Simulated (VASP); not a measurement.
# Ta2Si4B (P4/mmm) in VASP: relaxation of cell and atoms with PBE

Aim: the relaxation of cell and atoms of Ta2Si4B with PBE.

All numbers are computed with VASP 6.6.1; they aren't measurements. Logs are shortened: lines on timing, memory, paths and dates and some standing lists are left out, and cuts for length are marked.

### Step 1. The cell of the first run

Symmetry: P4/mmm, No. 123, tetragonal system. The conventional cell has a = 5.810 Å, b = 5.810 Å, c = 3.379 Å, α = 90.00°, β = 90.00°, γ = 90.00°. Ta (site symmetry mmm) has 8 Si at 2.66 Å and 4 B at 3.36 Å and 2 Ta at 3.38 Å within 3.5 Å. Within 2.5 Å of Si (site symmetry m2m) lie 1 B at 1.92 Å. Within 2.5 Å of B (site symmetry 4/mmm) lie 4 Si at 1.92 Å.

### Step 2. Relaxation of cell and atoms, PBE

The input, INCAR:

```
PREC = Accurate
ENCUT = 560
EDIFF = 1E-7
ISMEAR = 0
SIGMA = 0.1
LREAL = F
LASPH = T
NELM = 120
ALGO = Normal
ISIF = 3
LWAVE = F
LCHARG = F
GGA = PE
IBRION = 2
NSW = 90
EDIFFG = -0.04
GGA_COMPAT = F
NELMIN = 4
```

The input, KPOINTS:

```
regular mesh
0
Gamma
  4 4 6
```

The input, POSCAR:

```
Ta2Si4B
1.0
    5.8096876407      0.0000000000      0.0000000000
    0.0000000000      5.8096876407      0.0000000000
    0.0000000000      0.0000000000      3.3788559919
Ta Si B
2 4 1
Direct
    0.5000000000      0.0000000000      0.5000000000
    0.0000000000      0.5000000000      0.5000000000
    0.2332300000      0.2332300000      0.0000000000
    0.7667700000      0.2332300000      0.0000000000
    0.7667700000      0.7667700000      0.0000000000
    0.2332300000      0.7667700000      0.0000000000
    0.0000000000      0.0000000000      0.0000000000
```

Potentials or basis: VASP PAW PBE potentials, release 64 (Ta_sv_GW, Si, B).

Command:

```console
cat potpaw_PBE.64/Ta_sv_GW/POTCAR potpaw_PBE.64/Si/POTCAR potpaw_PBE.64/B/POTCAR > POTCAR
mpirun -np 1 vasp_std > vasp.out
```

OUTCAR:

```text
PREC = Accurate
   ENCUT = 560
   EDIFF = 1E-7
   ISMEAR = 0
   LREAL = F
   LASPH = T
   NELM = 120
   ISIF = 3
   GGA = PE
   IBRION = 2
   NSW = 90
   EDIFFG = -0.04
   NELMIN = 4

 ion  position               nearest neighbor table
   1  0.500  0.000  0.500-   3 2.66   4 2.66   5 2.66   6 2.66   3 2.66   4 2.66   5 2.66   6 2.66

   2  0.000  0.500  0.500-   3 2.66   4 2.66   5 2.66   6 2.66   3 2.66   4 2.66   5 2.66   6 2.66

   3  0.233  0.233  0.000-   7 1.92   2 2.66   1 2.66   1 2.66   2 2.66   6 2.71   4 2.71   6 3.10
                             4 3.10
   4  0.767  0.233  0.000-   7 1.92   2 2.66   1 2.66   1 2.66   2 2.66   5 2.71   3 2.71   5 3.10
                             3 3.10
   5  0.767  0.767  0.000-   7 1.92   2 2.66   1 2.66   1 2.66   2 2.66   6 2.71   4 2.71   4 3.10
                             6 3.10
   6  0.233  0.767  0.000-   7 1.92   2 2.66   1 2.66   1 2.66   2 2.66   5 2.71   3 2.71   5 3.10
                             3 3.10
   7  0.000  0.000  0.000-   3 1.92   4 1.92   5 1.92   6 1.92

  LATTYP: Found a simple tetragonal cell.
 ALAT       =     5.8096876407
 C/A-ratio  =     0.5815899582

  Lattice vectors:

 A1 = (   5.8096876407,   0.0000000000,   0.0000000000)
 A2 = (   0.0000000000,   5.8096876407,   0.0000000000)
 A3 = (   0.0000000000,   0.0000000000,   3.3788559919)

Analysis of symmetry for initial positions (statically):
=====================================================================
 Subroutine PRICEL returns:
 Original cell was already a primitive cell.

 Routine SETGRP: Setting up the symmetry group for a
 simple tetragonal supercell.

 Subroutine GETGRP returns: Found 16 space group operations
 (whereof 16 operations were pure point group operations)
 out of a pool of 16 trial point group operations.

The static configuration has the point symmetry D_4h.

Analysis of symmetry for dynamics (positions and initial velocities):
=====================================================================
 Subroutine PRICEL returns:
 Original cell was already a primitive cell.

 Routine SETGRP: Setting up the symmetry group for a
 simple tetragonal supercell.

 Subroutine GETGRP returns: Found 16 space group operations
 (whereof 16 operations were pure point group operations)
 out of a pool of 16 trial point group operations.

The dynamic configuration has the point symmetry D_4h.

 Subroutine INISYM returns: Found 16 space group operations
 (whereof 16 operations are pure point group operations),
 and found     1 'primitive' translations

----------------------------------------------------------------------------------------

                                     Primitive cell

  volume of cell :     114.0447

  direct lattice vectors                    reciprocal lattice vectors
     5.809687641  0.000000000  0.000000000     0.172126294  0.000000000  0.000000000
     0.000000000  5.809687641  0.000000000     0.000000000  0.172126294  0.000000000
     0.000000000  0.000000000  3.378855992     0.000000000  0.000000000  0.295958159

  length of vectors
     5.809687641  5.809687641  3.378855992     0.172126294  0.172126294  0.295958159

  position of ions in fractional coordinates (direct lattice)
     0.500000000  0.000000000  0.500000000
     0.000000000  0.500000000  0.500000000
     0.233230000  0.233230000  0.000000000
     0.766770000  0.233230000  0.000000000
     0.766770000  0.766770000  0.000000000
     0.233230000  0.766770000  0.000000000
     0.000000000  0.000000000  0.000000000

  ion indices of the primitive-cell ions
   primitive index   ion index
                 1           1
                 2           2
                 3           3
                 4           4
                 5           5
                 6           6
                 7           7

----------------------------------------------------------------------------------------

 KPOINTS: regular mesh

Automatic generation of k-mesh.
 Grid dimensions read from file:
 generate k-points for:    4    4    6

 Generating k-lattice:

  Cartesian coordinates                     Fractional coordinates (reciprocal lattice)
     0.043031573  0.000000000  0.000000000     0.250000000  0.000000000  0.000000000
     0.000000000  0.043031573  0.000000000     0.000000000  0.250000000  0.000000000
     0.000000000  0.000000000  0.049326360     0.000000000  0.000000000  0.166666667

  Length of vectors
     0.043031573  0.043031573  0.049326360

  Shift w.r.t. Gamma in fractional coordinates (k-lattice)
     0.000000000  0.000000000  0.000000000

 Subroutine IBZKPT returns following result:
 ===========================================

 Found     24 irreducible k-points:

 Following reciprocal coordinates:
            Coordinates               Weight
  0.000000  0.000000  0.000000      1.000000
  0.250000  0.000000  0.000000      4.000000
  0.500000  0.000000  0.000000      2.000000
  0.250000  0.250000  0.000000      4.000000
  0.500000  0.250000  0.000000      4.000000
  0.500000  0.500000  0.000000      1.000000
[... 16 lines left out ...]
  0.500000  0.250000  0.500000      4.000000
  0.500000  0.500000  0.500000      1.000000
   k-points           NKPTS =     24   k-points in BZ     NKDIM =     24   number of bands    NBANDS=     27
   number of dos      NEDOS =    301   number of ions     NIONS =      7
   total plane-waves  NPLWV =  64512
   dimension x,y,z NGX =    48 NGY =   48 NGZ =   28
   dimension x,y,z NGXF=    96 NGYF=   96 NGZF=   56
   ions per type =               2   4   1
   NGX,Y,Z   is equivalent  to a cutoff of  13.74, 13.74, 13.78 a.u.
   NGXF,Y,Z  is equivalent  to a cutoff of  27.47, 27.47, 27.55 a.u.
 SYSTEM =  unknown system
   PREC   = accura    normal or accurate (medium, high low for compatibility)
   ISTART =      0    job   : 0-new  1-cont  2-samecut
   ICHARG =      2    charge: 1-file 2-atom 10-const
   ISPIN  =      1    spin polarized calculation?
   LNONCOLLINEAR =      F non collinear calculations
   LSORBIT =      F    spin-orbit coupling
   LASPH  =      T    aspherical Exc in radial PAW
   ENCUT  =  560.0 eV  41.16 Ry    6.42 a.u.  11.21 11.21  6.52*2*pi/ulx,y,z
   NELM   =    120;   NELMIN=  4; NELMDL= -5     # of ELM steps
   EDIFF  = 0.1E-06   stopping-criterion for ELM
   LREAL  =      F    real-space projection
   EDIFFG = -.4E-01   stopping-criterion for IOM
   NSW    =     90    number of steps for IOM
   IBRION =      2    ionic relax: 0-MD 1-quasi-New 2-CG
   NFREE  =      1    steps in history (QN), initial steepest desc. (CG)
   ISIF   =      3    stress and relaxation
   ISYM   =      2    0-nonsym 1-usesym 2-fastsym
   POTIM  = 0.5000    time-step for ionic-motion
   TEBEG  =    0.0;   TEEND  =   0.0 temperature during run
   PSTRESS=    0.0 pullay stress
   NELECT =      45.0000    total number of electrons
   NUPDOWN=      -1.0000    fix difference up-down
   EMIN   =  10.00;   EMAX   =-10.00  energy-range for DOS
   EFERMI =   0.00;   METHOD = LEGACY
   ISMEAR =     0;   SIGMA  =   0.10  broadening in eV -4-tet -1-fermi 0-gaus
   EFERMI_NEDOS =   21; number of points for ismear=-14 and -15
   IALGO  =     38    algorithm
   IMIX   =      4    mixing-type and parameters
     AMIX     =   0.40;   BMIX     =  1.00
     AMIX_MAG =   1.60;   BMIX_MAG =  1.00
  volume/ion in A,a.u.               =      16.29       109.94
  Fermi-wavevector in a.u.,A,eV,Ry     =   1.200754  2.269095 19.617007  1.441809
  Thomas-Fermi vector in A             =   2.336581
   LORBIT       =      0    0 simple, 1 ext, 2 COOP (PROOUT), +10 PAW based schemes
   GGA     = PE    functional components
   LHFCALC =     F    Hartree Fock is set to
   AEXX    =    0.0000 exact exchange contribution
   IVDW    =     0    specifies the selected vdW correction
   LEPSILON=     F    determine dielectric tensor
   LRPA    =     F    only Hartree local field effects (RPA)
 conjugate gradient relaxation of ions
 non-spin polarized calculation
 Gauss-broadening in eV      SIGMA  =   0.10
  energy-cutoff  :      560.00
  volume of cell :      114.04
 maximum number of plane-waves:      3472
 NGX is ok and might be reduce to    48
   NGX = 23   NGY = 23   NGZ = 13

--------------------------------------- Ionic step        1  -------------------------------------------

 number of electron      44.9999995 magnetization

 Free energy of the ion-electron system (eV)
  ---------------------------------------------------
  ext. energy  EPLUGINS =         0.00000000
  ---------------------------------------------------
  free energy    TOTEN  =       -53.18229610 eV

  energy without entropy =      -53.16084717  energy(sigma->0) =      -53.17157163

------------------------ aborting loop because EDIFF is reached ----------------------------------------

  FORCE on cell =-STRESS in cart. coord.  units (eV):
  Direction    XX          YY          ZZ          XY          YZ          ZX
  --------------------------------------------------------------------------------------
  -------------------------------------------------------------------------------------
  Total        4.7717710      4.7717710      1.8840556      0.0000000      0.0000000      0.0000000
  in kB       67.0370556     67.0370556     26.4684823      0.0000000      0.0000000      0.0000000
  external PRESSURE =      53.5141979 kB  Pullay stress =       0.0000000 kB
[... 272 lines left out ...]
  energy  without entropy=      -53.3298234919  energy(sigma->0) =      -53.34046770

--------------------------------------- Ionic step        8  -------------------------------------------

 number of electron      45.0000000 magnetization

 Free energy of the ion-electron system (eV)
  ---------------------------------------------------
  ext. energy  EPLUGINS =         0.00000000
  ---------------------------------------------------
  free energy    TOTEN  =       -53.35206605 eV

  energy without entropy =      -53.33050514  energy(sigma->0) =      -53.34128559

 E-fermi :   8.2345     XC(G=0): -10.9887

 val. band max:        8.2288202862   @ k =   0.5000   0.0000   0.1667
 cond. band min:       8.2795352913   @ k =   0.5000   0.2500   0.0000
 fundamental gap:      0.0507150051
 Fermi energy:         8.2344904725

 k-point     1 :       0.0000    0.0000    0.0000
  band No.  band energies     occupation
      1     -60.0526      2.00000
      2     -60.0523      2.00000
      3     -26.5745      2.00000
      4     -26.5745      2.00000
      5     -26.5538      2.00000
      6     -26.5538      2.00000
[... 743 lines left out ...]
  FREE ENERGIE OF THE ION-ELECTRON SYSTEM (eV)
  ---------------------------------------------------
  free  energy   TOTEN  =       -53.3520660455 eV

  energy  without entropy=      -53.3305051391  energy(sigma->0) =      -53.34128559

 reached required accuracy - stopping structural energy minimisation
```

Wall time 8.9 min (1 thread of Intel Xeon Platinum 8259CL at 2.50GHz (Skylake/Cascade Lake), shared host); peak memory 0.31 GiB.

Results:

- Free energy: -53.3521 eV
- Relaxed volume: 16.68 Å³/atom
- Relaxed cell: a = 5.898 Å, b = 5.898 Å, c = 3.356 Å, α = 90.00°, β = 90.00°, γ = 90.00°
- Space group after relaxing (to 0.1 Å): P4/mmm (No. 123)
- Energy gained by relaxing: 24.3 meV/atom
- Ionic steps: 8
- Pressure after relaxing: -0.2 GPa
- Largest force after relaxing: 0.010 eV/Å
- Band gap on the k mesh: zero (an odd number of electrons rules out a gap without spin polarisation)

Forces in eV/Å, atoms in the order of the input:
```
Ta   0.000  0.000  0.000
Ta   0.000  0.000  0.000
Si   0.007  0.007  0.000
Si  -0.007  0.007  0.000
Si  -0.007 -0.007  0.000
Si   0.007 -0.007  0.000
B    0.000  0.000  0.000
```

The path:
```csv
step,energy change (eV),largest force (eV/Å),pressure (GPa),volume (Å³)
1,0.0000,1.0515,5.35,114.04
2,-0.0379,0.2523,-6.21,123.25
3,-0.1414,0.2760,-1.33,118.84
4,-0.1656,0.1262,-0.39,117.38
5,-0.1688,0.0577,0.06,116.63
6,-0.1688,0.0466,0.21,116.52
7,-0.1688,0.0508,0.18,116.57
8,-0.1698,0.0097,-0.17,116.76
```

Final structure:
```
Ta Si B
1.0
     5.89813    0.00000    0.00000
     0.00000    5.89813    0.00000
     0.00000    0.00000    3.35620
Ta Si B
2 4 1
Cartesian
  2.9491 0.0000 1.6781
  0.0000 2.9491 1.6781
  1.4157 1.4157 0.0000
  4.4824 1.4157 0.0000
  4.4824 4.4824 0.0000
  1.4157 4.4824 3.3562
  0.0000 0.0000 3.3562
```

Caveat: spin-orbit coupling is left out, which moves the levels of the heavy elements; an odd number of electrons without spin polarisation forces a metal; a magnetic or distorted state may lie lower.

The gap in the log of VASP goes by the Fermi energy; the results here count the filled bands.